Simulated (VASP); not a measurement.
Input of a VASP 6.6.1 run:

The input INCAR:

```
PREC = Accurate ; ENCUT = 500
EDIFF = 1E-6 ; ISMEAR = 0
SIGMA = 0.1 ; LREAL = F
LASPH = T ; NELM = 200
ALGO = Normal ; ISIF = 2
LWAVE = F ; LCHARG = T
ISPIN = 2 ; MAGMOM = 2
LORBIT = 11 ; LMAXMIX = 4
GGA = PE ; LELF = T
LVHAR = T ; NBANDS = 16
GGA_COMPAT = F
```

KPOINTS

```
Automatic mesh
0
Gamma
  8 8 8
```

Contents of POSCAR:

```
V
1.0
   -1.5143500000      1.5143500000      1.5143500000
    1.5143500000     -1.5143500000      1.5143500000
    1.5143500000      1.5143500000     -1.5143500000
V
1
Direct
    0.0000000000      0.0000000000      0.0000000000
```

Potentials or basis: VASP PAW PBE potentials, release 64 (V_sv).

Command:

```console
$ cat potpaw_PBE.64/V_sv/POTCAR > POTCAR
$ mpirun -np 1 vasp_std > vasp.out
```

Q: Estimate the net moment.

A: 0.00 μB per cell.

Q: Predict the pressure.

A: -6.4 GPa.

Caveat: the k points lie up to 0.37 Å⁻¹ apart.
